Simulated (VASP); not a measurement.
# GaCo (Pm-3m) in VASP: further runs, part 2 of 2

VASP 6.6.1. The steps go on from the part before.

### Step 3. Single point, PBE, collinear spin, ferromagnetic start

This run uses another cell than the first one, of 12.63 Å³/atom.

Input file INCAR:

```
SYSTEM = GaCo
ALGO = Normal ; EDIFF = 1E-6
ENCUT = 520 ; GGA = PE
ISIF = 2 ; ISMEAR = -1
ISPIN = 2 ; LASPH = .TRUE.
LCHARG = .TRUE. ; LELF = .TRUE.
LMAXMIX = 4 ; LORBIT = 11
LREAL = .FALSE. ; LVHAR = .TRUE.
LWAVE = .FALSE. ; MAGMOM = 0 1.8
NBANDS = 22 ; NELM = 150
PREC = Accurate ; SIGMA = 0.05
```

Input file KPOINTS:

```
k-points
0
G
  8 8 8
  0 0 0
```

Input file POSCAR:

```
GaCo
1.0
    2.9344457029      0.0000000000      0.0000000000
    0.0000000000      2.9344457029      0.0000000000
    0.0000000000      0.0000000000      2.9344457029
Ga Co
1 1
Direct
    0.5000000000      0.5000000000      0.5000000000
    0.0000000000      0.0000000000      0.0000000000
```

Potentials or basis: VASP PAW PBE potentials, release 64 (Ga_d, Co).

Started as:

```bash
$ cat potpaw_PBE.64/Ga_d/POTCAR potpaw_PBE.64/Co/POTCAR > POTCAR
$ mpirun -np 1 vasp_std > vasp.out
```

OUTCAR:

```text
SYSTEM = GaCo
   EDIFF = 1E-6
   ENCUT = 520
   GGA = PE
   ISIF = 2
   ISMEAR = -1
   ISPIN = 2
   LASPH = .TRUE.
   LORBIT = 11
   LREAL = .FALSE.
   NELM = 150
   PREC = Accurate

 ion  position               nearest neighbor table
   1  0.500  0.500  0.500-   2 2.54   2 2.54   2 2.54   2 2.54   2 2.54   2 2.54   2 2.54   2 2.54

   2  0.000  0.000  0.000-   1 2.54   1 2.54   1 2.54   1 2.54   1 2.54   1 2.54   1 2.54   1 2.54

  LATTYP: Found a simple cubic cell.
 ALAT       =     2.9344457029

  Lattice vectors:

 A1 = (   2.9344457029,   0.0000000000,   0.0000000000)
 A2 = (   0.0000000000,   2.9344457029,   0.0000000000)
 A3 = (   0.0000000000,   0.0000000000,   2.9344457029)

Analysis of symmetry for initial positions (statically):
=====================================================================
 Subroutine PRICEL returns:
 Original cell was already a primitive cell.

 Routine SETGRP: Setting up the symmetry group for a
 simple cubic supercell.

 Subroutine GETGRP returns: Found 48 space group operations
 (whereof 48 operations were pure point group operations)
 out of a pool of 48 trial point group operations.

The static configuration has the point symmetry O_h .

Analysis of symmetry for dynamics (positions and initial velocities):
=====================================================================
 Subroutine PRICEL returns:
 Original cell was already a primitive cell.

 Routine SETGRP: Setting up the symmetry group for a
 simple cubic supercell.

 Subroutine GETGRP returns: Found 48 space group operations
 (whereof 48 operations were pure point group operations)
 out of a pool of 48 trial point group operations.

The dynamic configuration has the point symmetry O_h .

Analysis of structural, dynamic, and magnetic symmetry:
=====================================================================
 Subroutine PRICEL returns:
 Original cell was already a primitive cell.

 Routine SETGRP: Setting up the symmetry group for a
 simple cubic supercell.

 Subroutine GETGRP returns: Found 48 space group operations
 (whereof 48 operations were pure point group operations)
 out of a pool of 48 trial point group operations.

The overall configuration has the point symmetry O_h .

 Subroutine INISYM returns: Found 48 space group operations
 (whereof 48 operations are pure point group operations),
 and found     1 'primitive' translations

----------------------------------------------------------------------------------------

                                     Primitive cell

  volume of cell :      25.2684

  direct lattice vectors                    reciprocal lattice vectors
     2.934445703  0.000000000  0.000000000     0.340779861  0.000000000  0.000000000
     0.000000000  2.934445703  0.000000000     0.000000000  0.340779861  0.000000000
     0.000000000  0.000000000  2.934445703     0.000000000  0.000000000  0.340779861

  length of vectors
     2.934445703  2.934445703  2.934445703     0.340779861  0.340779861  0.340779861

  position of ions in fractional coordinates (direct lattice)
     0.500000000  0.500000000  0.500000000
     0.000000000  0.000000000  0.000000000

  ion indices of the primitive-cell ions
   primitive index   ion index
                 1           1
                 2           2

----------------------------------------------------------------------------------------
[... 53 lines left out ...]
   number of dos      NEDOS =    301   number of ions     NIONS =      2
   total plane-waves  NPLWV =  13824
   dimension x,y,z NGX =    24 NGY =   24 NGZ =   24
   dimension x,y,z NGXF=    48 NGYF=   48 NGZF=   48
   ions per type =               1   1
   NGX,Y,Z   is equivalent  to a cutoff of  13.60, 13.60, 13.60 a.u.
   NGXF,Y,Z  is equivalent  to a cutoff of  27.19, 27.19, 27.19 a.u.
 SYSTEM =  GaCo
   PREC   = accura    normal or accurate (medium, high low for compatibility)
   ISTART =      0    job   : 0-new  1-cont  2-samecut
   ICHARG =      2    charge: 1-file 2-atom 10-const
   ISPIN  =      2    spin polarized calculation?
   LNONCOLLINEAR =      F non collinear calculations
   LSORBIT =      F    spin-orbit coupling
   LASPH  =      T    aspherical Exc in radial PAW
   ENCUT  =  520.0 eV  38.22 Ry    6.18 a.u.   5.46  5.46  5.46*2*pi/ulx,y,z
   NELM   =    150;   NELMIN=  2; NELMDL= -5     # of ELM steps
   EDIFF  = 0.1E-05   stopping-criterion for ELM
   LREAL  =      F    real-space projection
[... 7 lines left out ...]
   TEBEG  =    0.0;   TEEND  =   0.0 temperature during run
   PSTRESS=    0.0 pullay stress
   NELECT =      22.0000    total number of electrons
   NUPDOWN=      -1.0000    fix difference up-down
   EMIN   =  10.00;   EMAX   =-10.00  energy-range for DOS
   EFERMI =   0.00;   METHOD = LEGACY
   ISMEAR =    -1;   SIGMA  =   0.05  broadening in eV -4-tet -1-fermi 0-gaus
   EFERMI_NEDOS =   21; number of points for ismear=-14 and -15
   IALGO  =     38    algorithm
   IMIX   =      4    mixing-type and parameters
     AMIX     =   0.40;   BMIX     =  1.00
     AMIX_MAG =   1.60;   BMIX_MAG =  1.00
  volume/ion in A,a.u.               =      12.63        85.26
  Fermi-wavevector in a.u.,A,eV,Ry     =   1.563230  2.954077 33.248409  2.443689
  Thomas-Fermi vector in A             =   2.666032
   LORBIT       =     11    0 simple, 1 ext, 2 COOP (PROOUT), +10 PAW based schemes
   GGA     = PE    functional components
   LHFCALC =     F    Hartree Fock is set to
   AEXX    =    0.0000 exact exchange contribution
   IVDW    =     0    specifies the selected vdW correction
   LEPSILON=     F    determine dielectric tensor
   LRPA    =     F    only Hartree local field effects (RPA)
 spin polarized calculation
  energy-cutoff  :      520.00
  volume of cell :       25.27
 maximum number of plane-waves:       703
 NGX is ok and might be reduce to    24
   NGX = 11   NGY = 11   NGZ = 11

 number of electron      21.9999993 magnetization       0.2435605

 Free energy of the ion-electron system (eV)
  ---------------------------------------------------
  ext. energy  EPLUGINS =         0.00000000
  ---------------------------------------------------
  free energy    TOTEN  =       -10.45062987 eV

  energy without entropy =      -10.44152780  energy(sigma->0) =      -10.44607884

 E-fermi :   8.9742     XC(G=0): -12.8561

 val. band max:        8.9737524342   @ k =   0.3750   0.3750   0.0000
 cond. band min:       8.9985349917   @ k =   0.3750   0.0000   0.0000
 fundamental gap:      0.0247825576
 Fermi energy:         8.9741748873

 spin component 1

 k-point     1 :       0.0000    0.0000    0.0000
  band No.  band energies     occupation
      1      -6.0550      1.00000
      2      -6.0550      1.00000
      3      -5.7613      1.00000
      4      -5.7613      1.00000
      5      -5.7613      1.00000
      6      -2.5681      1.00000
[... 589 lines left out ...]
     21      31.6481      0.00000
     22      35.3752      0.00000

 [... further k-points ...]

 spin component 2

 k-point     1 :       0.0000    0.0000    0.0000
  band No.  band energies     occupation
      1      -6.0603      1.00000
      2      -6.0603      1.00000
      3      -5.7662      1.00000
      4      -5.7662      1.00000
      5      -5.7662      1.00000
      6      -2.5935      1.00000
[... 589 lines left out ...]
     21      31.6222      0.00000
     22      35.3417      0.00000

 [... further k-points ...]
[... 5 lines left out ...]
  --------------------------------------------------------------------------------------
  -------------------------------------------------------------------------------------
  Total       -1.2402917     -1.2402917     -1.2402917      0.0000000      0.0000000     -0.0000000
  in kB      -78.6422932    -78.6422932    -78.6422932      0.0000000      0.0000000     -0.0000000
  external PRESSURE =     -78.6422932 kB  Pullay stress =       0.0000000 kB

 VOLUME and BASIS-vectors are now :
 -----------------------------------------------------------------------------
  energy-cutoff  :      520.00
  volume of cell :       25.27
      direct lattice vectors                 reciprocal lattice vectors
     2.934445703  0.000000000  0.000000000     0.340779861  0.000000000  0.000000000
     0.000000000  2.934445703  0.000000000     0.000000000  0.340779861  0.000000000
     0.000000000  0.000000000  2.934445703     0.000000000  0.000000000  0.340779861

 POSITION                                       TOTAL-FORCE (eV/Angst)
 -----------------------------------------------------------------------------------
      1.46722      1.46722      1.46722         0.000000      0.000000      0.000000
      0.00000      0.00000      0.00000         0.000000      0.000000      0.000000
 -----------------------------------------------------------------------------------
    total drift:                                0.000000      0.000000     -0.000000

  FREE ENERGIE OF THE ION-ELECTRON SYSTEM (eV)
  ---------------------------------------------------
  free  energy   TOTEN  =       -10.4506298697 eV

  energy  without entropy=      -10.4415278035  energy(sigma->0) =      -10.44607884

 total charge

# of ion       s       p       d       tot
------------------------------------------
    1        0.841   0.831  10.031  11.703
    2        0.372   0.406   7.473   8.251
--------------------------------------------------
tot          1.213   1.237  17.504  19.954

 magnetization (x)

# of ion       s       p       d       tot
------------------------------------------
    1       -0.003  -0.009  -0.005  -0.017
    2        0.002  -0.006   0.285   0.280
--------------------------------------------------
tot         -0.001  -0.016   0.279   0.262
```

It took 56 s on 1 thread of Intel Xeon 8259CL, shared host; peak memory 0.17 GiB.

What came out:

```
Free energy                                           : -10.4506 eV
Pressure                                              : -7.9 GPa
Net moment                                            : 0.24 μB per cell
Site moments                                          : Ga -0.02; Co +0.28 μB
Valence electrons inside the program's atomic spheres : Ga 11.70; Co 8.25
```

Levels at points of the mesh, in eV from the Fermi level:
Spin up:
| k point | band 9 | band 10 | band 11 | band 12 | band 13 | band 14 |
| --- | --- | --- | --- | --- | --- | --- |
| (0.00, 0.00, 0.00) | -0.71 | -0.71 | -0.71 | 5.07 | 5.07 | 5.07 |
| (0.50, 0.00, 0.00) | -1.62 | -1.62 | -0.70 | -0.08 | 10.15 | 10.15 |
| (0.50, 0.50, 0.00) | -2.39 | -1.15 | -1.15 | -0.42 | 1.97 | 2.89 |
| (0.50, 0.50, 0.50) | -0.39 | -0.39 | 0.35 | 3.81 | 3.81 | 3.81 |
Spin down:
| k point | band 7 | band 8 | band 9 | band 10 | band 11 | band 12 | band 13 | band 14 | band 15 | band 16 |
| --- | --- | --- | --- | --- | --- | --- | --- | --- | --- | --- |
| (0.00, 0.00, 0.00) | -2.10 | -2.10 | -0.54 | -0.54 | -0.54 | 5.04 | 5.04 | 5.04 | 10.77 | 10.77 |
| (0.50, 0.00, 0.00) | -6.46 | -1.86 | -1.48 | -1.48 | -0.53 | 0.38 | 10.15 | 10.15 | 11.38 | 12.21 |
| (0.50, 0.50, 0.00) | -2.89 | -2.89 | -2.09 | -1.00 | -1.00 | 0.08 | 2.09 | 3.08 | 11.02 | 14.78 |
| (0.50, 0.50, 0.50) | -3.70 | -3.70 | 0.12 | 0.12 | 0.33 | 3.79 | 3.79 | 3.79 | 4.61 | 4.61 |

Caveat: the cell stands under tension.
